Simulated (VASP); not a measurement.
# SnO (zincblende type) (F-43m) in VASP: further runs

Aim: see how the results for SnO (zincblende type) move with the level of theory and the settings. Levels: PBEsol, LDA, PBE. Tasks: single point, relaxation of cell and atoms.

All numbers are computed with VASP 6.6.1; they aren't measurements. Logs are shortened: lines on timing, memory, paths and dates and some standing lists are left out, and cuts for length are marked.

## 1. The cell of the first run

Symmetry: F-43m, No. 216, cubic system. The conventional cell has a = 5.475 Å, b = 5.475 Å, c = 5.475 Å, α = 90.00°, β = 90.00°, γ = 90.00°. Sn (site symmetry -43m) has 4 O at 2.37 Å within 3.1 Å. O (site symmetry -43m) has 4 Sn at 2.37 Å within 3.1 Å.

## 2. Single point, PBEsol

INCAR

```
  PREC = Accurate
  ENCUT = 520
  EDIFF = 1E-6
  ISMEAR = -1
  SIGMA = 0.08
  LREAL = False
  LASPH = True
  NELM = 80
  ALGO = Normal
  ISIF = 2
  LWAVE = False
  LCHARG = True
  GGA = PS
  LELF = True
  LVHAR = True
  NBANDS = 17
```

KPOINTS

```
Automatic mesh
0
Gamma
  12 12 12
```

POSCAR

```
SnO
1.0
    0.0000000000      2.7375941725      2.7375941725
    2.7375941725      0.0000000000      2.7375941725
    2.7375941725      2.7375941725      0.0000000000
Sn O
1 1
Direct
    0.0000000000      0.0000000000      0.0000000000
    0.2500000000      0.2500000000      0.2500000000
```

Potentials or basis: VASP PAW PBE potentials, release 64 (Sn_d, O).

On the command line:

```console
cat potpaw_PBE.64/Sn_d/POTCAR potpaw_PBE.64/O/POTCAR > POTCAR
mpirun -np 1 vasp_std > vasp.out
```

OUTCAR:

```text
PREC = Accurate
   ENCUT = 520
   EDIFF = 1E-6
   ISMEAR = -1
   LREAL = False
   LASPH = True
   NELM = 80
   ISIF = 2
   GGA = PS

 ion  position               nearest neighbor table
   1  0.000  0.000  0.000-   2 2.37   2 2.37   2 2.37   2 2.37
   2  0.250  0.250  0.250-   1 2.37   1 2.37   1 2.37   1 2.37

  LATTYP: Found a face centered cubic cell.
 ALAT       =     5.4751883450

  Lattice vectors:

 A1 = (   0.0000000000,   2.7375941725,   2.7375941725)
 A2 = (   2.7375941725,   0.0000000000,   2.7375941725)
 A3 = (   2.7375941725,   2.7375941725,   0.0000000000)

Analysis of symmetry for initial positions (statically):
[... 5 lines left out ...]
 face centered cubic supercell.

 Subroutine GETGRP returns: Found 24 space group operations
 (whereof 24 operations were pure point group operations)
 out of a pool of 48 trial point group operations.

The static configuration has the point symmetry T_d .

Analysis of symmetry for dynamics (positions and initial velocities):
[... 5 lines left out ...]
 face centered cubic supercell.

 Subroutine GETGRP returns: Found 24 space group operations
 (whereof 24 operations were pure point group operations)
 out of a pool of 48 trial point group operations.

The dynamic configuration has the point symmetry T_d .

 Subroutine INISYM returns: Found 24 space group operations
 (whereof 24 operations are pure point group operations),
 and found     1 'primitive' translations

----------------------------------------------------------------------------------------

                                     Primitive cell

  volume of cell :      41.0334

  direct lattice vectors                    reciprocal lattice vectors
     0.000000000  2.737594173  2.737594173    -0.182642119  0.182642119  0.182642119
     2.737594173  0.000000000  2.737594173     0.182642119 -0.182642119  0.182642119
     2.737594173  2.737594173  0.000000000     0.182642119  0.182642119 -0.182642119

  length of vectors
     3.871542807  3.871542807  3.871542807     0.316345429  0.316345429  0.316345429

  position of ions in fractional coordinates (direct lattice)
     0.000000000  0.000000000  0.000000000
     0.250000000  0.250000000  0.250000000

  ion indices of the primitive-cell ions
   primitive index   ion index
                 1           1
                 2           2

----------------------------------------------------------------------------------------

 KPOINTS: Automatic mesh

Automatic generation of k-mesh.
 Grid dimensions read from file:
 generate k-points for:   12   12   12

 Generating k-lattice:

  Cartesian coordinates                     Fractional coordinates (reciprocal lattice)
    -0.015220177  0.015220177  0.015220177     0.083333333  0.000000000  0.000000000
     0.015220177 -0.015220177  0.015220177     0.000000000  0.083333333  0.000000000
     0.015220177  0.015220177 -0.015220177     0.000000000  0.000000000  0.083333333

  Length of vectors
     0.026362119  0.026362119  0.026362119

  Shift w.r.t. Gamma in fractional coordinates (k-lattice)
     0.000000000  0.000000000  0.000000000

 Subroutine IBZKPT returns following result:
 ===========================================

 Found     72 irreducible k-points:

 Following reciprocal coordinates:
            Coordinates               Weight
  0.000000  0.000000  0.000000      1.000000
  0.083333  0.000000  0.000000      8.000000
  0.166667  0.000000  0.000000      8.000000
  0.250000  0.000000  0.000000      8.000000
  0.333333  0.000000  0.000000      8.000000
  0.416667  0.000000  0.000000      8.000000
[... 16 lines left out ...]
  0.500000  0.166667  0.000000     24.000000
 -0.416667  0.166667  0.000000     24.000000
 [... further k-points ...]
   k-points           NKPTS =     72   k-points in BZ     NKDIM =     72   number of bands    NBANDS=     17
   number of dos      NEDOS =    301   number of ions     NIONS =      2
   total plane-waves  NPLWV =  27000
   dimension x,y,z NGX =    30 NGY =   30 NGZ =   30
   dimension x,y,z NGXF=    60 NGYF=   60 NGZF=   60
   ions per type =               1   1
   NGX,Y,Z   is equivalent  to a cutoff of  12.88, 12.88, 12.88 a.u.
   NGXF,Y,Z  is equivalent  to a cutoff of  25.76, 25.76, 25.76 a.u.
 SYSTEM =  unknown system
   PREC   = accura    normal or accurate (medium, high low for compatibility)
   ISTART =      0    job   : 0-new  1-cont  2-samecut
   ICHARG =      2    charge: 1-file 2-atom 10-const
   ISPIN  =      1    spin polarized calculation?
   LNONCOLLINEAR =      F non collinear calculations
   LSORBIT =      F    spin-orbit coupling
   LASPH  =      T    aspherical Exc in radial PAW
   ENCUT  =  520.0 eV  38.22 Ry    6.18 a.u.   7.20  7.20  7.20*2*pi/ulx,y,z
   NELM   =     80;   NELMIN=  2; NELMDL= -5     # of ELM steps
   EDIFF  = 0.1E-05   stopping-criterion for ELM
   LREAL  =      F    real-space projection
   EDIFFG = 0.1E-04   stopping-criterion for IOM
   NSW    =      0    number of steps for IOM
[... 41 lines left out ...]

  energy without entropy =      -11.08830105  energy(sigma->0) =      -11.09279406

 E-fermi :   5.5240     XC(G=0):  -9.7306

 val. band max:        5.5123625418   @ k =  -0.3333   0.5000   0.1667
 cond. band min:       5.5369244504   @ k =   0.5000   0.4167   0.0000
 fundamental gap:      0.0245619086
 Fermi energy:         5.5240102263

 k-point     1 :       0.0000    0.0000    0.0000
  band No.  band energies     occupation
      1     -16.0171      2.00000
      2     -16.0171      2.00000
      3     -16.0171      2.00000
      4     -15.9755      2.00000
      5     -15.9755      2.00000
      6     -13.0571      2.00000
[... 9 lines left out ...]
     16      16.8786      0.00000
     17      16.8786      0.00000

 k-point     2 :       0.0833    0.0000    0.0000
  band No.  band energies     occupation
      1     -16.0246      2.00000
      2     -16.0151      2.00000
      3     -16.0151      2.00000
      4     -15.9755      2.00000
      5     -15.9755      2.00000
      6     -13.0216      2.00000
[... 9 lines left out ...]
     16      16.5504      0.00000
     17      16.5504      0.00000

 k-point     3 :       0.1667    0.0000    0.0000
  band No.  band energies     occupation
      1     -16.0448      2.00000
      2     -16.0105      2.00000
      3     -16.0105      2.00000
      4     -15.9746      2.00000
      5     -15.9746      2.00000
      6     -12.9224      2.00000
[... 9 lines left out ...]
     16      16.1222      0.00000
     17      16.7229      0.00000

 k-point     4 :       0.2500    0.0000    0.0000
  band No.  band energies     occupation
      1     -16.0717      2.00000
      2     -16.0065      2.00000
      3     -16.0065      2.00000
      4     -15.9712      2.00000
      5     -15.9712      2.00000
      6     -12.7824      2.00000
[... 9 lines left out ...]
     16      15.9496      0.00000
     17      17.7918      0.00000

 k-point     5 :       0.3333    0.0000    0.0000
  band No.  band energies     occupation
      1     -16.0980      2.00000
      2     -16.0050      2.00000
      3     -16.0050      2.00000
      4     -15.9651      2.00000
      5     -15.9651      2.00000
      6     -12.6368      2.00000
[... 9 lines left out ...]
     16      16.0502      0.00000
     17      18.1788      0.00000

 k-point     6 :       0.4167    0.0000    0.0000
  band No.  band energies     occupation
      1     -16.1168      2.00000
      2     -16.0052      2.00000
      3     -16.0052      2.00000
      4     -15.9593      2.00000
      5     -15.9593      2.00000
      6     -12.5264      2.00000
[... 9 lines left out ...]
     16      16.2734      0.00000
     17      17.9424      0.00000
[... 281 lines left out ...]
 k-point    21 :       0.3333    0.1667    0.0000
  band No.  band energies     occupation
      1     -16.1040      2.00000
      2     -15.9973      2.00000
      3     -15.9930      2.00000
      4     -15.9798      2.00000
      5     -15.9625      2.00000
      6     -12.6453      2.00000
[... 9 lines left out ...]
     16      17.7593      0.00000
     17      18.6449      0.00000

 k-point    22 :       0.4167    0.1667    0.0000
  band No.  band energies     occupation
      1     -16.1209      2.00000
      2     -15.9997      2.00000
      3     -15.9927      2.00000
      4     -15.9741      2.00000
      5     -15.9579      2.00000
      6     -12.5233      2.00000
[... 9 lines left out ...]
     16      17.5179      0.00000
     17      18.6536      0.00000

 k-point    23 :       0.5000    0.1667    0.0000
  band No.  band energies     occupation
      1     -16.1301      2.00000
      2     -16.0019      2.00000
      3     -15.9934      2.00000
      4     -15.9685      2.00000
      5     -15.9568      2.00000
      6     -12.4443      2.00000
[... 9 lines left out ...]
     16      17.1504      0.00000
     17      18.7622      0.00000

 k-point    24 :      -0.4167    0.1667    0.0000
  band No.  band energies     occupation
      1     -16.1295      2.00000
      2     -16.0029      2.00000
      3     -15.9941      2.00000
      4     -15.9646      2.00000
      5     -15.9605      2.00000
      6     -12.4331      2.00000
[... 9 lines left out ...]
     16      16.5554      0.00000
     17      19.0233      0.00000

 [... further k-points ...]
[... 5 lines left out ...]
  --------------------------------------------------------------------------------------
  -------------------------------------------------------------------------------------
  Total       -0.8487549     -0.8487549     -0.8487549      0.0000000      0.0000000     -0.0000000
  in kB      -33.1402430    -33.1402430    -33.1402430      0.0000000      0.0000000     -0.0000000
  external PRESSURE =     -33.1402430 kB  Pullay stress =       0.0000000 kB

 VOLUME and BASIS-vectors are now :
 -----------------------------------------------------------------------------
  energy-cutoff  :      520.00
  volume of cell :       41.03
      direct lattice vectors                 reciprocal lattice vectors
     0.000000000  2.737594173  2.737594173    -0.182642119  0.182642119  0.182642119
     2.737594173  0.000000000  2.737594173     0.182642119 -0.182642119  0.182642119
     2.737594173  2.737594173  0.000000000     0.182642119  0.182642119 -0.182642119

 POSITION                                       TOTAL-FORCE (eV/Angst)
 -----------------------------------------------------------------------------------
      0.00000      0.00000      0.00000         0.000000      0.000000      0.000000
      1.36880      1.36880      1.36880        -0.000000     -0.000000     -0.000000
 -----------------------------------------------------------------------------------
    total drift:                               -0.000000     -0.000000     -0.000000

  FREE ENERGIE OF THE ION-ELECTRON SYSTEM (eV)
  ---------------------------------------------------
  free  energy   TOTEN  =       -11.0972870789 eV

  energy  without entropy=      -11.0883010474  energy(sigma->0) =      -11.09279406
```

Wall time 32 s (1 thread of AMD EPYC 9R45 (Zen 5), shared host); peak memory 0.17 GiB.

Results:

```yaml
Free_energy: -11.0973 eV
Pressure: -3.3 GPa
Band_gap_on_the_k_mesh: zero (band 10 reaches 5.56 eV, above the bottom of band 11 at 5.36 eV)
```

Levels at points of the mesh, in eV from the Fermi level:
| k point | band 7 | band 8 | band 9 | band 10 | band 11 | band 12 | band 13 | band 14 |
| --- | --- | --- | --- | --- | --- | --- | --- | --- |
| (0.00, 0.00, 0.00) | -6.24 | -3.46 | -3.46 | -3.46 | 4.39 | 4.39 | 4.39 | 8.74 |
| (0.50, 0.00, 0.00) | -7.79 | -3.88 | -3.88 | -2.36 | 1.70 | 4.54 | 4.54 | 8.41 |
| (0.50, 0.50, 0.00) | -7.63 | -4.61 | -4.61 | -0.55 | -0.16 | 5.14 | 5.14 | 5.37 |

Caveat: the PAW data sets were made with another functional, which shifts forces and pressure a little; spin-orbit coupling is left out, which moves the levels of the heavy elements.

## 3. Single point, PBEsol

INCAR

```
SYSTEM = SnO
PREC     = Accurate       ! precision mode
ENCUT    = 520            ! plane-wave cutoff, eV
EDIFF    = 1E-6           ! SCF threshold, eV
ISMEAR   = -1             ! smearing method
SIGMA    = 0.08           ! smearing width, eV
LREAL    = .False.        ! projectors in reciprocal space
LASPH    = .True.         ! aspherical terms in the spheres
NELM     = 60             ! most SCF steps
ALGO     = Normal         ! electronic algorithm
ISIF     = 2              ! what is computed and relaxed
LWAVE    = .False.        ! write WAVECAR
LCHARG   = .True.         ! write CHGCAR
GGA      = PS             ! functional
LELF     = .True.         ! ELF
LVHAR    = .True.       
NBANDS   = 17             ! bands
```

KPOINTS

```
regular mesh
0
Gamma
  12 12 12
  0 0 0
```

POSCAR is that of step 2.

Potentials or basis: VASP PAW PBE potentials, release 64 (Sn_d, O).

On the command line:

```console
cat potpaw_PBE.64/Sn_d/POTCAR potpaw_PBE.64/O/POTCAR > POTCAR
mpirun -np 1 vasp_std > vasp.out
```

Run time: 34 s. Hardware: 1 thread of AMD EPYC 9R45 (Zen 5), shared host; peak memory 0.17 GiB.

It converged, with:

* Free energy: -11.0973 eV
* Pressure: -3.3 GPa
* Band gap on the k mesh: zero (band 10 reaches 5.56 eV, above the bottom of band 11 at 5.36 eV)

Levels at points of the mesh, in eV from the Fermi level:
| k point | band 7 | band 8 | band 9 | band 10 | band 11 | band 12 | band 13 | band 14 |
| --- | --- | --- | --- | --- | --- | --- | --- | --- |
| (0.00, 0.00, 0.00) | -6.24 | -3.46 | -3.46 | -3.46 | 4.39 | 4.39 | 4.39 | 8.74 |
| (0.50, 0.00, 0.00) | -7.79 | -3.88 | -3.88 | -2.36 | 1.70 | 4.54 | 4.54 | 8.41 |
| (0.50, 0.50, 0.00) | -7.63 | -4.61 | -4.61 | -0.55 | -0.16 | 5.14 | 5.14 | 5.37 |

Caveat: the PAW data sets were made with another functional, which shifts forces and pressure a little; spin-orbit coupling is left out, which moves the levels of the heavy elements.

## 4. Single point, LDA (functional lda, volume scaled by 1.04)

INCAR

```
SYSTEM = SnO
ALGO     = Normal         ! electronic algorithm
EDIFF    = 1E-6           ! SCF threshold, eV
ENCUT    = 520            ! plane-wave cutoff, eV
GGA      = CA             ! functional
ISIF     = 2              ! what is computed and relaxed
ISMEAR   = -1             ! smearing method
LASPH    = .True.         ! aspherical terms in the spheres
LCHARG   = .True.         ! write CHGCAR
LELF     = .True.         ! ELF
LREAL    = .False.        ! projectors in reciprocal space
LVHAR    = .True.       
LWAVE    = .False.        ! write WAVECAR
NBANDS   = 17             ! bands
NELM     = 80             ! most SCF steps
PREC     = Accurate       ! precision mode
SIGMA    = 0.08           ! smearing width, eV
```

KPOINTS

```
k-points
0
Gamma
  12 12 12
  0 0 0
```

POSCAR

```
SnO
1.0
    0.0000000000      2.7736192797      2.7736192797
    2.7736192797      0.0000000000      2.7736192797
    2.7736192797      2.7736192797      0.0000000000
Sn O
1 1
Direct
    0.0000000000      0.0000000000      0.0000000000
    0.2500000000      0.2500000000      0.2500000000
```

Potentials or basis: VASP PAW LDA potentials, release 64 (Sn_d, O).

On the command line:

```console
cat potpaw_LDA.64/Sn_d/POTCAR potpaw_LDA.64/O/POTCAR > POTCAR
mpirun -np 1 vasp_std > vasp.out
```

Wall time 30 s (1 thread of AMD EPYC 9R45 (Zen 5), shared host); peak memory 0.15 GiB.

The run converged. Its results:

```yaml
Free_energy: -11.6938 eV
Pressure: -7.1 GPa
Band_gap_on_the_k_mesh: zero (band 10 reaches 4.86 eV, above the bottom of band 11 at 4.66 eV)
```

Levels at points of the mesh, in eV from the Fermi level:
```
           k point  band 6  band 7  band 8  band 9  band 10  band 11  band 12  band 13  band 14  band 15
(0.00, 0.00, 0.00)  -18.00   -6.14   -3.20   -3.20    -3.20     4.26     4.26     4.26     8.52    11.32
(0.50, 0.00, 0.00)  -17.48   -7.53   -3.60   -3.60    -2.30     1.77     4.44     4.44     8.40    10.74
(0.50, 0.50, 0.00)  -17.33   -7.41   -4.31   -4.31    -0.39    -0.21     5.00     5.00     5.47     9.89
```

Caveat: the cell differs from its parent crystal (functional lda, volume scaled by 1.04); spin-orbit coupling is left out, which moves the levels of the heavy elements.

## 5. Relaxation of cell and atoms, PBE

This run uses another cell than the first one, of 11.83 Å³/atom, 0.577 times its volume.

INCAR

```
ALGO = Normal
EDIFF = 1E-7
EDIFFG = -0.005
ENCUT = 600
GGA = PE
IBRION = 2
ISIF = 3
ISMEAR = -1
LASPH = True
LCHARG = False
LREAL = False
LWAVE = False
NELM = 60
NSW = 100
PREC = Accurate
SIGMA = 0.08
```

KPOINTS

```
k-points
0
Gamma
  12 12 12
```

POSCAR

```
SnO
1.0
    0.0000000000      2.2784552067      2.2784552067
    2.2784552067      0.0000000000      2.2784552067
    2.2784552067      2.2784552067      0.0000000000
Sn O
1 1
Direct
    0.0000000000      0.0000000000      0.0000000000
    0.2500000000      0.2500000000      0.2500000000
```

Potentials or basis: VASP PAW PBE potentials, release 64 (Sn_d, O).

On the command line:

```console
cat potpaw_PBE.64/Sn_d/POTCAR potpaw_PBE.64/O/POTCAR > POTCAR
mpirun -np 1 vasp_std > vasp.out
```

It took 98 s on 1 thread of AMD EPYC 9R45 (Zen 5), shared host; peak memory 0.16 GiB.

The run converged. Its results:

```
Free energy                            : -10.4100 eV
Relaxed volume                         : 20.09 Å³/atom
Relaxed cell                           : a = 3.845 Å, b = 3.845 Å, c = 3.845 Å, α = 60.00°, β = 60.00°, γ = 60.00°
Space group after relaxing (to 0.05 Å) : F-43m (No. 216)
Energy gained by relaxing              : 1642.4 meV/atom
Ionic steps                            : 6
Pressure after relaxing                : 0.0 GPa
Band gap on the k mesh                 : zero (band 10 reaches 6.01 eV, above the bottom of band 11 at 5.82 eV)
```

Step by step:
```tsv
step	energy change (eV)	largest force (eV/Å)	pressure (GPa)	volume (Å³)
1	0.0000	0.0000	98.61	23.66
2	-1.9882	0.0000	-19.14	58.36
3	-3.2846	0.0000	0.34	39.98
4	-3.2846	0.0000	-0.36	40.37
5	-3.2848	0.0000	0.09	40.13
6	-3.2848	0.0000	0.00	40.18
```

Final structure:
```
Sn O
1.0
     0.00000    2.71849    2.71849
     2.71849    0.00000    2.71849
     2.71849    2.71849    0.00000
Sn O
1 1
Direct
  0.00000 0.00000 0.00000
  0.25000 0.25000 0.25000
```

Levels at points of the mesh, in eV from the Fermi level:
```csv
k point,band 6,band 7,band 8,band 9,band 10,band 11,band 12,band 13,band 14
"(0.00, 0.00, 0.00)",-18.86,-6.27,-3.60,-3.60,-3.60,4.46,4.46,4.46,9.00
"(0.50, 0.00, 0.00)",-18.27,-7.91,-4.02,-4.02,-2.37,1.68,4.60,4.60,8.53
"(0.50, 0.50, 0.00)",-18.10,-7.74,-4.76,-4.76,-0.59,-0.15,5.21,5.21,5.45
```

Caveat: the volume moved by over 15 % at a fixed basis, so the end points are rough; spin-orbit coupling is left out, which moves the levels of the heavy elements.

## 6. The runs side by side

| task | level | potentials or basis | cell | cutoff (eV) | gap on the mesh (eV) | pressure (GPa) |
| --- | --- | --- | --- | --- | --- | --- |
| single point | PBEsol | VASP PAW PBE potentials, release 64 (Sn_d, O) | a = 3.872 Å, angles 60.0°, 2 atoms | 520 | none | -3.3 |
| single point | LDA | VASP PAW LDA potentials, release 64 (Sn_d, O) | a = 3.922 Å, angles 60.0°, 2 atoms | 520 | none | -7.1 |
| relaxation of cell and atoms | PBE | VASP PAW PBE potentials, release 64 (Sn_d, O) | relaxed from a = 3.222 Å, angles 60.0°, 2 atoms | 600 | none | 0.0 |

Alike in all rows: no spin polarisation; k mesh 12 × 12 × 12; smearing fermi-dirac 0.08 eV.

Caveats: spin-orbit coupling is left out, which moves the levels of the heavy elements; the PAW data sets were made with another functional, which shifts forces and pressure a little (some runs); the volume moved by over 15 % at a fixed basis, so the end points are rough (some runs).

Absolute energies hang on the potentials; compare differences alone.
